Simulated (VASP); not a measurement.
# AlSn (P-6m2) in VASP: single point with LDA

Aim: the single point of AlSn with LDA.

Program: VASP 6.6.1. These are calculated values, not measurements. Logs are shortened: lines on timing, memory, paths and dates and some standing lists are left out, and cuts for length are marked.

**1. The cell of the first run**

It takes space group P-6m2 (No. 187, hexagonal). Conventional cell: a = 4.198 Å, b = 4.198 Å, c = 3.307 Å, α = 90.00°, β = 90.00°, γ = 120.00°. Within 3.9 Å of Al (site symmetry -6m2) lie 6 Sn at 2.93 Å and 2 Al at 3.31 Å. Within 3.9 Å of Sn (site symmetry -6m2) lie 6 Al at 2.93 Å and 2 Sn at 3.31 Å.

**2. Single point, LDA**

The input, INCAR:

```
ALGO = Normal
EDIFF = 1E-6
ENCUT = 500
GGA = CA
GGA_COMPAT = F
ISIF = 2
ISMEAR = 1
LASPH = T
LCHARG = F
LREAL = F
LWAVE = F
NBANDS = 16
NELM = 120
PREC = Accurate
SIGMA = 0.15
```

The input, KPOINTS:

```
k-points
0
Gamma
  4 4 6
```

The input, POSCAR:

```
AlSn
1.0
    4.1981060000      0.0000000000      0.0000000000
   -2.0990530000      3.6356660000      0.0000000000
    0.0000000000      0.0000000000      3.3068470000
Al Sn
1 1
Direct
    0.0000000000      0.0000000000      0.0000000000
    0.3333333333      0.6666666667      0.5000000000
```

Potentials or basis: VASP PAW LDA potentials, release 64 (Al, Sn_d).

On the command line:

```console
$ cat potpaw_LDA.64/Al/POTCAR potpaw_LDA.64/Sn_d/POTCAR > POTCAR
$ mpirun -np 1 vasp_std > vasp.out
```

OUTCAR:

```text
EDIFF = 1E-6
   ENCUT = 500
   GGA = CA
   ISIF = 2
   ISMEAR = 1
   LASPH = T
   LREAL = F
   NELM = 120
   PREC = Accurate

 ion  position               nearest neighbor table
   1  0.000  0.000  0.000-   2 2.93   2 2.93   2 2.93   2 2.93   2 2.93   2 2.93
   2  0.333  0.667  0.500-   1 2.93   1 2.93   1 2.93   1 2.93   1 2.93   1 2.93

  LATTYP: Found a hexagonal cell.
 ALAT       =     4.1981060000
 C/A-ratio  =     0.7876997389

  Lattice vectors:

 A1 = (   4.1981060000,   0.0000000000,   0.0000000000)
 A2 = (  -2.0990530000,   3.6356660000,   0.0000000000)
 A3 = (   0.0000000000,   0.0000000000,   3.3068470000)

Analysis of symmetry for initial positions (statically):
=====================================================================
 Subroutine PRICEL returns:
 Original cell was already a primitive cell.

 Routine SETGRP: Setting up the symmetry group for a
 hexagonal supercell.

 Subroutine GETGRP returns: Found 12 space group operations
 (whereof 12 operations were pure point group operations)
 out of a pool of 24 trial point group operations.

The static configuration has the point symmetry D_3h.

Analysis of symmetry for dynamics (positions and initial velocities):
=====================================================================
 Subroutine PRICEL returns:
 Original cell was already a primitive cell.

 Routine SETGRP: Setting up the symmetry group for a
 hexagonal supercell.

 Subroutine GETGRP returns: Found 12 space group operations
 (whereof 12 operations were pure point group operations)
 out of a pool of 24 trial point group operations.

The dynamic configuration has the point symmetry D_3h.

 Subroutine INISYM returns: Found 12 space group operations
 (whereof 12 operations are pure point group operations),
 and found     1 'primitive' translations

----------------------------------------------------------------------------------------

                                     Primitive cell

  volume of cell :      50.4721

  direct lattice vectors                    reciprocal lattice vectors
     4.198106000  0.000000000  0.000000000     0.238202656  0.137526384  0.000000000
    -2.099053000  3.635666000  0.000000000     0.000000000  0.275052769  0.000000000
     0.000000000  0.000000000  3.306847000     0.000000000  0.000000000  0.302402863

  length of vectors
     4.198106000  4.198105616  3.306847000     0.275052744  0.275052769  0.302402863

  position of ions in fractional coordinates (direct lattice)
     0.000000000  0.000000000  0.000000000
     0.333333333  0.666666667  0.500000000

  ion indices of the primitive-cell ions
   primitive index   ion index
                 1           1
                 2           2

----------------------------------------------------------------------------------------

 KPOINTS: k-points

Automatic generation of k-mesh.
 Grid dimensions read from file:
 generate k-points for:    4    4    6

 Generating k-lattice:

  Cartesian coordinates                     Fractional coordinates (reciprocal lattice)
     0.059550664  0.034381596  0.000000000     0.250000000  0.000000000  0.000000000
     0.000000000  0.068763192  0.000000000     0.000000000  0.250000000  0.000000000
     0.000000000  0.000000000  0.050400477     0.000000000  0.000000000  0.166666667

  Length of vectors
     0.068763186  0.068763192  0.050400477

  Shift w.r.t. Gamma in fractional coordinates (k-lattice)
     0.000000000  0.000000000  0.000000000

 Subroutine IBZKPT returns following result:
 ===========================================

 Found     16 irreducible k-points:

 Following reciprocal coordinates:
            Coordinates               Weight
  0.000000  0.000000  0.000000      1.000000
  0.250000  0.000000  0.000000      6.000000
  0.500000  0.000000  0.000000      3.000000
  0.250000  0.250000  0.000000      6.000000
  0.000000  0.000000  0.166667      2.000000
  0.250000  0.000000  0.166667     12.000000
[... 8 lines left out ...]
  0.500000  0.000000  0.500000      3.000000
  0.250000  0.250000  0.500000      6.000000
   k-points           NKPTS =     16   k-points in BZ     NKDIM =     16   number of bands    NBANDS=     16
   number of dos      NEDOS =    301   number of ions     NIONS =      2
   total plane-waves  NPLWV =  24576
   dimension x,y,z NGX =    32 NGY =   32 NGZ =   24
   dimension x,y,z NGXF=    64 NGYF=   64 NGZF=   48
   ions per type =               1   1
   NGX,Y,Z   is equivalent  to a cutoff of  12.67, 12.67, 12.07 a.u.
   NGXF,Y,Z  is equivalent  to a cutoff of  25.34, 25.34, 24.13 a.u.
 SYSTEM =  unknown system
   PREC   = accura    normal or accurate (medium, high low for compatibility)
   ISTART =      0    job   : 0-new  1-cont  2-samecut
   ICHARG =      2    charge: 1-file 2-atom 10-const
   ISPIN  =      1    spin polarized calculation?
   LNONCOLLINEAR =      F non collinear calculations
   LSORBIT =      F    spin-orbit coupling
   LASPH  =      T    aspherical Exc in radial PAW
   ENCUT  =  500.0 eV  36.75 Ry    6.06 a.u.   7.65  7.65  6.03*2*pi/ulx,y,z
   NELM   =    120;   NELMIN=  2; NELMDL= -5     # of ELM steps
   EDIFF  = 0.1E-05   stopping-criterion for ELM
   LREAL  =      F    real-space projection
[... 7 lines left out ...]
   TEBEG  =    0.0;   TEEND  =   0.0 temperature during run
   PSTRESS=    0.0 pullay stress
   NELECT =      17.0000    total number of electrons
   NUPDOWN=      -1.0000    fix difference up-down
   EMIN   =  10.00;   EMAX   =-10.00  energy-range for DOS
   EFERMI =   0.00;   METHOD = LEGACY
   ISMEAR =     1;   SIGMA  =   0.15  broadening in eV -4-tet -1-fermi 0-gaus
   EFERMI_NEDOS =   21; number of points for ismear=-14 and -15
   IALGO  =     38    algorithm
   IMIX   =      4    mixing-type and parameters
     AMIX     =   0.40;   BMIX     =  1.00
     AMIX_MAG =   1.60;   BMIX_MAG =  1.00
  volume/ion in A,a.u.               =      25.24       170.30
  Fermi-wavevector in a.u.,A,eV,Ry     =   1.139044  2.152482 17.652499  1.297422
  Thomas-Fermi vector in A             =   2.275748
   LORBIT       =      0    0 simple, 1 ext, 2 COOP (PROOUT), +10 PAW based schemes
   GGA     = CA    functional components
   LHFCALC =     F    Hartree Fock is set to
   AEXX    =    0.0000 exact exchange contribution
   IVDW    =     0    specifies the selected vdW correction
   LEPSILON=     F    determine dielectric tensor
   LRPA    =     F    only Hartree local field effects (RPA)
 non-spin polarized calculation
 Methfessel and Paxton  Order N= 1 SIGMA  =   0.15
  energy-cutoff  :      500.00
  volume of cell :       50.47
 maximum number of plane-waves:      1308
 NGX is ok and might be reduce to    32
   NGX = 15   NGY = 15   NGZ = 13

 number of electron      16.9999993 magnetization

 Free energy of the ion-electron system (eV)
  ---------------------------------------------------
  ext. energy  EPLUGINS =         0.00000000
  ---------------------------------------------------
  free energy    TOTEN  =        -8.11831148 eV

  energy without entropy =       -8.11472783  energy(sigma->0) =       -8.11711693

 E-fermi :   6.3305     XC(G=0):  -9.7647

 val. band max:        6.3058755204   @ k =   0.2500   0.0000   0.5000
 cond. band min:       6.3774435556   @ k =   0.0000   0.0000   0.1667
 fundamental gap:      0.0715680352
 Fermi energy:         6.3304595573

 k-point     1 :       0.0000    0.0000    0.0000
  band No.  band energies     occupation
      1     -15.0917      2.00000
      2     -14.9589      2.00000
      3     -14.9589      2.00000
      4     -14.9578      2.00000
      5     -14.9577      2.00000
      6      -4.2712      2.00000
[... 8 lines left out ...]
     15      17.5498      0.00000
     16      19.0044      0.00000

 k-point     2 :       0.2500    0.0000    0.0000
  band No.  band energies     occupation
      1     -15.0875      2.00000
      2     -14.9609      2.00000
      3     -14.9601      2.00000
      4     -14.9586      2.00000
      5     -14.9488      2.00000
      6      -3.6427      2.00000
[... 8 lines left out ...]
     15      15.4722      0.00000
     16      17.6040      0.00000

 k-point     3 :       0.5000    0.0000    0.0000
  band No.  band energies     occupation
      1     -15.0836      2.00000
      2     -14.9641      2.00000
      3     -14.9612      2.00000
      4     -14.9595      2.00000
      5     -14.9388      2.00000
      6      -2.4699      2.00000
[... 8 lines left out ...]
     15      16.1788      0.00000
     16      16.7442      0.00000

 k-point     4 :       0.2500    0.2500    0.0000
  band No.  band energies     occupation
      1     -15.0833      2.00000
      2     -14.9630      2.00000
      3     -14.9606      2.00000
      4     -14.9563      2.00000
      5     -14.9440      2.00000
      6      -2.5679      2.00000
[... 8 lines left out ...]
     15      15.4843      0.00000
     16      16.3152      0.00000

 k-point     5 :       0.0000    0.0000    0.1667
  band No.  band energies     occupation
      1     -15.0465      2.00000
      2     -14.9743      2.00000
      3     -14.9743      2.00000
      4     -14.9567      2.00000
      5     -14.9567      2.00000
      6      -3.8830      2.00000
[... 8 lines left out ...]
     15      15.6855      0.00000
     16      15.8472      0.00000

 k-point     6 :       0.2500    0.0000    0.1667
  band No.  band energies     occupation
      1     -15.0421      2.00000
      2     -14.9784      2.00000
      3     -14.9753      2.00000
      4     -14.9577      2.00000
      5     -14.9469      2.00000
      6      -3.2556      2.00000
[... 8 lines left out ...]
     15      15.5709      0.00000
     16      16.2571      0.00000
[... 115 lines left out ...]
 k-point    13 :       0.0000    0.0000    0.5000
  band No.  band energies     occupation
      1     -15.0232      2.00000
      2     -15.0232      2.00000
      3     -14.9506      2.00000
      4     -14.9506      2.00000
      5     -14.9102      2.00000
      6      -1.2689      2.00000
[... 8 lines left out ...]
     15      13.0619      0.00000
     16      13.4028      0.00000

 k-point    14 :       0.2500    0.0000    0.5000
  band No.  band energies     occupation
      1     -15.0300      2.00000
      2     -15.0247      2.00000
      3     -14.9516      2.00000
      4     -14.9414      2.00000
      5     -14.9039      2.00000
      6      -0.6746      2.00000
[... 8 lines left out ...]
     15      15.0029      0.00000
     16      15.1172      0.00000

 k-point    15 :       0.5000    0.0000    0.5000
  band No.  band energies     occupation
      1     -15.0367      2.00000
      2     -15.0262      2.00000
      3     -14.9532      2.00000
      4     -14.9322      2.00000
      5     -14.8972      2.00000
      6       0.3862      2.00000
[... 8 lines left out ...]
     15      18.4568      0.00000
     16      19.0839      0.00000

 k-point    16 :       0.2500    0.2500    0.5000
  band No.  band energies     occupation
      1     -15.0343      2.00000
      2     -15.0286      2.00000
      3     -14.9473      2.00000
      4     -14.9372      2.00000
      5     -14.8981      2.00000
      6       0.3073      2.00000
[... 8 lines left out ...]
     15      14.8012      0.00000
     16      19.1605      0.00000

------------------------ aborting loop because EDIFF is reached ----------------------------------------

  FORCE on cell =-STRESS in cart. coord.  units (eV):
  Direction    XX          YY          ZZ          XY          YZ          ZX
  --------------------------------------------------------------------------------------
  -------------------------------------------------------------------------------------
  Total       -1.3211521     -1.3211518     -0.1214537     -0.0000000     -0.0000000      0.0000000
  in kB      -41.9384070    -41.9383967     -3.8554051     -0.0000000     -0.0000000      0.0000000
  external PRESSURE =     -29.2440696 kB  Pullay stress =       0.0000000 kB

 VOLUME and BASIS-vectors are now :
 -----------------------------------------------------------------------------
  energy-cutoff  :      500.00
  volume of cell :       50.47
      direct lattice vectors                 reciprocal lattice vectors
     4.198106000  0.000000000  0.000000000     0.238202656  0.137526384  0.000000000
    -2.099053000  3.635666000  0.000000000     0.000000000  0.275052769  0.000000000
     0.000000000  0.000000000  3.306847000     0.000000000  0.000000000  0.302402863

 POSITION                                       TOTAL-FORCE (eV/Angst)
 -----------------------------------------------------------------------------------
      0.00000      0.00000      0.00000         0.000000      0.000000      0.000000
     -0.00000      2.42378      1.65342        -0.000000     -0.000000      0.000000
 -----------------------------------------------------------------------------------
    total drift:                               -0.000000      0.000004     -0.000000

  FREE ENERGIE OF THE ION-ELECTRON SYSTEM (eV)
  ---------------------------------------------------
  free  energy   TOTEN  =        -8.1183114819 eV

  energy  without entropy=       -8.1147278263  energy(sigma->0) =       -8.11711693
```

It took 11 s on 1 thread of Intel Xeon 8259CL, shared host; peak memory 0.15 GiB.

Results:

```
Free energy            : -8.1183 eV
Pressure               : -2.9 GPa
Band gap on the k mesh : zero (an odd number of electrons rules out a gap without spin polarisation)
```

Stress tensor (GPa, compression positive):
```
-4.19  0.00  0.00
 0.00 -4.19  0.00
 0.00  0.00 -0.39
```

Levels at points of the mesh, in eV from the Fermi level:
| k point | band 5 | band 6 | band 7 | band 8 | band 9 | band 10 | band 11 | band 12 |
| --- | --- | --- | --- | --- | --- | --- | --- | --- |
| (0.00, 0.00, 0.00) | -21.29 | -10.60 | -0.36 | -0.36 | 0.46 | 2.42 | 3.02 | 3.02 |
| (0.50, 0.00, 0.00) | -21.27 | -8.80 | -6.45 | -1.95 | 0.44 | 4.21 | 6.30 | 7.03 |
| (0.00, 0.00, 0.50) | -21.24 | -7.60 | -6.35 | 2.55 | 2.55 | 3.44 | 3.44 | 3.59 |
| (0.50, 0.00, 0.50) | -21.23 | -5.94 | -4.37 | -3.27 | -2.48 | 1.05 | 2.27 | 3.55 |

Caveat: the k points lie up to 0.43 Å⁻¹ apart, too coarse for converged energies and pressures of a metal; spin-orbit coupling is left out, which moves the levels of the heavy elements.
